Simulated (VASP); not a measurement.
# CuI (Cmcm) in VASP: notebook

The runs below take CuI through electric field gradients, with PBE.

Program: VASP 6.6.1. These are calculated values, not measurements. Logs are shortened: lines on timing, memory, paths and dates and some standing lists are left out, and cuts for length are marked.

## 1. The cell of the first run

Symmetry: Cmcm, No. 63, orthorhombic system. Conventional cell: a = 7.317 Å, b = 7.274 Å, c = 4.307 Å, α = 90.00°, β = 90.00°, γ = 90.00°. Within 3.2 Å of Cu (site symmetry m2m) lie 2 Cu at 2.44 Å and 3 I at 2.54 to 2.56 Å. I (site symmetry m2m) has 3 Cu at 2.54 to 2.56 Å within 3.4 Å.

## 2. Electric field gradients, PBE (equal xx and yy strain of -2 %)

File INCAR:

```
ALGO = Normal ; EDIFF = 1E-8
ENCUT = 520 ; GGA = PE
ISIF = 2 ; ISMEAR = -1
LASPH = True ; LCHARG = False
LEFG = True ; LREAL = False
LWAVE = False ; NBANDS = 26
NELM = 80 ; PREC = Accurate
SIGMA = 0.02
```

File KPOINTS:

```
k-points
0
Gamma
  5 5 6
```

File POSCAR:

```
CuI
1.0
    3.6585042382     -3.6368646426      0.0000000000
    3.6585042382      3.6368646426      0.0000000000
    0.0000000000      0.0000000000      4.3069976700
Cu I
2 2
Direct
    0.4204388300      0.5795611700      0.7500000000
    0.5795611700      0.4204388300      0.2500000000
    0.7700426800      0.2299573200      0.7500000000
    0.2299573200      0.7700426800      0.2500000000
```

Potentials or basis: VASP PAW PBE potentials, release 64 (Cu, I).

Command:

```
> cat potpaw_PBE.64/Cu/POTCAR potpaw_PBE.64/I/POTCAR > POTCAR
> mpirun -np 1 vasp_std > vasp.out
```

OUTCAR:

```text
EDIFF = 1E-8
   ENCUT = 520
   GGA = PE
   ISIF = 2
   ISMEAR = -1
   LASPH = True
   LREAL = False
   NELM = 80
   PREC = Accurate

 ion  position               nearest neighbor table
   1  0.420  0.580  0.750-   2 2.44   2 2.44   3 2.54   4 2.56   4 2.56
   2  0.580  0.420  0.250-   1 2.44   1 2.44   4 2.54   3 2.56   3 2.56
   3  0.770  0.230  0.750-   1 2.54   2 2.56   2 2.56
   4  0.230  0.770  0.250-   2 2.54   1 2.56   1 2.56

  LATTYP: Found a base centered orthorhombic cell.
 ALAT       =     7.2737292852
 B/A-ratio  =     1.0059500690
 C/A-ratio  =     0.5921305978

  Lattice vectors:

 A1 = (  -3.6585042382,  -3.6368646426,   0.0000000000)
 A2 = (   3.6585042382,  -3.6368646426,   0.0000000000)
 A3 = (   0.0000000000,   0.0000000000,   4.3069976700)

Analysis of symmetry for initial positions (statically):
=====================================================================
 Subroutine PRICEL returns:
 Original cell was already a primitive cell.

 Routine SETGRP: Setting up the symmetry group for a
 base centered orthorhombic supercell.

 Subroutine GETGRP returns: Found  8 space group operations
 (whereof  4 operations were pure point group operations)
 out of a pool of  8 trial point group operations.

The static configuration has the point symmetry C_2h.
 The point group associated with its full space group is D_2h.

Analysis of symmetry for dynamics (positions and initial velocities):
=====================================================================
 Subroutine PRICEL returns:
 Original cell was already a primitive cell.

 Routine SETGRP: Setting up the symmetry group for a
 base centered orthorhombic supercell.

 Subroutine GETGRP returns: Found  8 space group operations
 (whereof  4 operations were pure point group operations)
 out of a pool of  8 trial point group operations.

The dynamic configuration has the point symmetry C_2h.
 The point group associated with its full space group is D_2h.

 Subroutine INISYM returns: Found  8 space group operations
 (whereof  4 operations are pure point group operations),
 and found     1 'primitive' translations

----------------------------------------------------------------------------------------

                                     Primitive cell

  volume of cell :     114.6134

  direct lattice vectors                    reciprocal lattice vectors
     3.658504238 -3.636864643  0.000000000     0.136667875 -0.137481058  0.000000000
     3.658504238  3.636864643  0.000000000     0.136667875  0.137481058  0.000000000
     0.000000000  0.000000000  4.306997670     0.000000000  0.000000000  0.232180297

  length of vectors
     5.158627501  5.158627501  4.306997670     0.193853423  0.193853423  0.232180297

  position of ions in fractional coordinates (direct lattice)
     0.420438830  0.579561170  0.750000000
     0.579561170  0.420438830  0.250000000
     0.770042680  0.229957320  0.750000000
     0.229957320  0.770042680  0.250000000

  ion indices of the primitive-cell ions
   primitive index   ion index
                 1           1
                 2           2
                 3           3
                 4           4

----------------------------------------------------------------------------------------

 KPOINTS: k-points

Automatic generation of k-mesh.
 Grid dimensions read from file:
 generate k-points for:    5    5    6

 Generating k-lattice:

  Cartesian coordinates                     Fractional coordinates (reciprocal lattice)
     0.027333575 -0.027496212  0.000000000     0.200000000  0.000000000  0.000000000
     0.027333575  0.027496212  0.000000000     0.000000000  0.200000000  0.000000000
     0.000000000  0.000000000  0.038696716     0.000000000  0.000000000  0.166666667

  Length of vectors
     0.038770685  0.038770685  0.038696716

  Shift w.r.t. Gamma in fractional coordinates (k-lattice)
     0.000000000  0.000000000  0.000000000

 Subroutine IBZKPT returns following result:
 ===========================================

 Found     36 irreducible k-points:

 Following reciprocal coordinates:
            Coordinates               Weight
  0.000000  0.000000  0.000000      1.000000
  0.200000  0.000000  0.000000      4.000000
  0.400000  0.000000  0.000000      4.000000
  0.200000  0.200000  0.000000      2.000000
  0.400000  0.200000  0.000000      4.000000
 -0.400000  0.200000  0.000000      4.000000
[... 16 lines left out ...]
  0.400000  0.200000  0.333333      8.000000
 -0.400000  0.200000  0.333333      8.000000
 [... further k-points ...]
   k-points           NKPTS =     36   k-points in BZ     NKDIM =     36   number of bands    NBANDS=     26
   number of dos      NEDOS =    301   number of ions     NIONS =      4
   total plane-waves  NPLWV =  51200
   dimension x,y,z NGX =    40 NGY =   40 NGZ =   32
   dimension x,y,z NGXF=    80 NGYF=   80 NGZF=   64
   ions per type =               2   2
   NGX,Y,Z   is equivalent  to a cutoff of  12.89, 12.89, 12.35 a.u.
   NGXF,Y,Z  is equivalent  to a cutoff of  25.78, 25.78, 24.70 a.u.
 SYSTEM =  unknown system
   PREC   = accura    normal or accurate (medium, high low for compatibility)
   ISTART =      0    job   : 0-new  1-cont  2-samecut
   ICHARG =      2    charge: 1-file 2-atom 10-const
   ISPIN  =      1    spin polarized calculation?
   LNONCOLLINEAR =      F non collinear calculations
   LSORBIT =      F    spin-orbit coupling
   LASPH  =      T    aspherical Exc in radial PAW
   ENCUT  =  520.0 eV  38.22 Ry    6.18 a.u.   9.59  9.59  8.01*2*pi/ulx,y,z
   NELM   =     80;   NELMIN=  2; NELMDL= -5     # of ELM steps
   EDIFF  = 0.1E-07   stopping-criterion for ELM
   LREAL  =      F    real-space projection
   EDIFFG = 0.1E-06   stopping-criterion for IOM
   NSW    =      0    number of steps for IOM
   IBRION =     -1    ionic relax: 0-MD 1-quasi-New 2-CG
   NFREE  =      0    steps in history (QN), initial steepest desc. (CG)
   ISIF   =      2    stress and relaxation
   ISYM   =      2    0-nonsym 1-usesym 2-fastsym
   POTIM  = 0.5000    time-step for ionic-motion
   TEBEG  =    0.0;   TEEND  =   0.0 temperature during run
   PSTRESS=    0.0 pullay stress
   NELECT =      36.0000    total number of electrons
   NUPDOWN=      -1.0000    fix difference up-down
   EMIN   =  10.00;   EMAX   =-10.00  energy-range for DOS
   EFERMI =   0.00;   METHOD = LEGACY
   ISMEAR =    -1;   SIGMA  =   0.02  broadening in eV -4-tet -1-fermi 0-gaus
   EFERMI_NEDOS =   21; number of points for ismear=-14 and -15
   IALGO  =     38    algorithm
   IMIX   =      4    mixing-type and parameters
     AMIX     =   0.40;   BMIX     =  1.00
     AMIX_MAG =   1.60;   BMIX_MAG =  1.00
  volume/ion in A,a.u.               =      28.65       193.36
  Fermi-wavevector in a.u.,A,eV,Ry     =   1.112834  2.102952 16.849461  1.238400
  Thomas-Fermi vector in A             =   2.249413
   LORBIT       =      0    0 simple, 1 ext, 2 COOP (PROOUT), +10 PAW based schemes
   GGA     = PE    functional components
   LHFCALC =     F    Hartree Fock is set to
   AEXX    =    0.0000 exact exchange contribution
   IVDW    =     0    specifies the selected vdW correction
   LEPSILON=     F    determine dielectric tensor
   LRPA    =     F    only Hartree local field effects (RPA)
 non-spin polarized calculation
  energy-cutoff  :      520.00
  volume of cell :      114.61
 maximum number of plane-waves:      3116
 NGX is ok and might be reduce to    40
   NGX = 19   NGY = 19   NGZ = 17

 number of electron      36.0000008 magnetization

 Free energy of the ion-electron system (eV)
  ---------------------------------------------------
  ext. energy  EPLUGINS =         0.00000000
  ---------------------------------------------------
  free energy    TOTEN  =       -10.86676270 eV

  energy without entropy =      -10.86676270  energy(sigma->0) =      -10.86676270

 E-fermi :   4.6944     XC(G=0):  -8.7849

 val. band max:        4.2593020736   @ k =   0.0000   0.0000   0.0000
 cond. band min:       5.3766140047   @ k =   0.0000   0.0000   0.0000
 fundamental gap:      1.1173119311
 Fermi energy:         4.6943808962

 k-point     1 :       0.0000    0.0000    0.0000
  band No.  band energies     occupation
      1      -9.7690      2.00000
      2      -8.9324      2.00000
      3      -1.4246      2.00000
      4      -0.0975      2.00000
      5       0.0912      2.00000
      6       0.1469      2.00000
[... 685 lines left out ...]
     25      11.8458      0.00000
     26      12.3985      0.00000

 [... further k-points ...]
[... 5 lines left out ...]
  --------------------------------------------------------------------------------------
  -------------------------------------------------------------------------------------
  Total        0.8466046      2.9613237      2.2086672      0.0000000      0.0000000      0.0000000
  in kB       11.8346623     41.3962628     30.8748975      0.0000000      0.0000000      0.0000000
  external PRESSURE =      28.0352742 kB  Pullay stress =       0.0000000 kB

 VOLUME and BASIS-vectors are now :
 -----------------------------------------------------------------------------
  energy-cutoff  :      520.00
  volume of cell :      114.61
      direct lattice vectors                 reciprocal lattice vectors
     3.658504238 -3.636864643  0.000000000     0.136667875 -0.137481058  0.000000000
     3.658504238  3.636864643  0.000000000     0.136667875  0.137481058  0.000000000
     0.000000000  0.000000000  4.306997670     0.000000000  0.000000000  0.232180297

 POSITION                                       TOTAL-FORCE (eV/Angst)
 -----------------------------------------------------------------------------------
      3.65850      0.57871      3.23025         0.000000      0.241226     -0.000000
      3.65850     -0.57871      1.07675         0.000000     -0.241226     -0.000000
      3.65850     -1.96422      3.23025         0.000000     -0.511921      0.000000
      3.65850      1.96422      1.07675         0.000000      0.511921      0.000000
 -----------------------------------------------------------------------------------
    total drift:                                0.000000     -0.000000      0.000000

  FREE ENERGIE OF THE ION-ELECTRON SYSTEM (eV)
  ---------------------------------------------------
  free  energy   TOTEN  =       -10.8667626988 eV

  energy  without entropy=      -10.8667626988  energy(sigma->0) =      -10.86676270

 Electric field gradients (V/A^2)
---------------------------------------------------------------------
 ion       V_xx      V_yy      V_zz      V_xy      V_xz      V_yz
---------------------------------------------------------------------
   1      58.859   -18.180   -40.680     0.000     0.000     0.000
   2      58.859   -18.180   -40.680    -0.000    -0.000     0.000
   3    -388.665   276.312   112.353     0.000     0.000    -0.000
   4    -388.665   276.312   112.353     0.000    -0.000     0.000
---------------------------------------------------------------------

 Electric field gradients after diagonalization (V/A^2)
 (convention: |V_zz| > |V_xx| > |V_yy|)
----------------------------------------------------------------------
 ion       V_xx      V_yy      V_zz     asymmetry (V_yy - V_xx)/ V_zz
----------------------------------------------------------------------
   1     -40.680   -18.180    58.859       0.382
   2     -40.680   -18.180    58.859       0.382
   3     276.312   112.353  -388.665       0.422
   4     276.312   112.353  -388.665       0.422
----------------------------------------------------------------------

           NMR quadrupolar parameters

 Cq : quadrupolar parameter    Cq=e*Q*V_zz/h
 eta: asymmetry parameters     (V_yy - V_xx)/ V_zz
 Q  : nuclear electric quadrupole moment in mb (millibarn)
----------------------------------------------------------------------
 ion       Cq(MHz)       eta       Q (mb)
----------------------------------------------------------------------
   1       0.142       0.382       1.000
   2       0.142       0.382       1.000
   3      -0.940       0.422       1.000
   4      -0.940       0.422       1.000
----------------------------------------------------------------------
```

Wall time 62 s (1 thread of AMD EPYC 9R45 (Zen 5), shared host); peak memory 0.24 GiB.

Results:

```
Free energy                             : -10.8668 eV
Pressure                                : 2.8 GPa
Largest force                           : 0.512 eV/Å
Band gap on the k mesh                  : 1.12 eV
Largest electric field gradient by atom : Cu +58.9; I -388.7 V/Å²
```

Forces on the atoms (eV/Å):
```
Cu   0.000  0.241  0.000
Cu   0.000 -0.241  0.000
I    0.000 -0.512  0.000
I    0.000  0.512  0.000
```

Levels at points of the mesh, in eV from the valence-band top:
```tsv
k point	band 14	band 15	band 16	band 17	band 18	band 19	band 20	band 21	band 22	band 23
(0.00, 0.00, 0.00)	-1.90	-1.90	-1.55	-0.90	0.00	1.12	1.64	2.29	4.67	5.05
(0.00, 0.00, 0.50)	-2.05	-1.90	-1.90	-1.65	-1.65	3.73	3.73	3.86	3.86	5.95
```

Electric field gradients, principal values (V/Å²):
```
atom    least   middle  greatest (by size)
1 Cu  -18.180  -40.680              58.859
2 Cu  -18.180  -40.680              58.859
 3 I  112.353  276.312            -388.665
 4 I  112.353  276.312            -388.665
```

Caveat: the cell differs from its parent crystal (equal xx and yy strain of -2 %); without QUAD_EFG the Cq values of the log hold for a quadrupole moment of 1 mb, not for the nuclei; spin-orbit coupling is left out, which moves the levels of the heavy elements.

(Continued in part 2 of 3.)
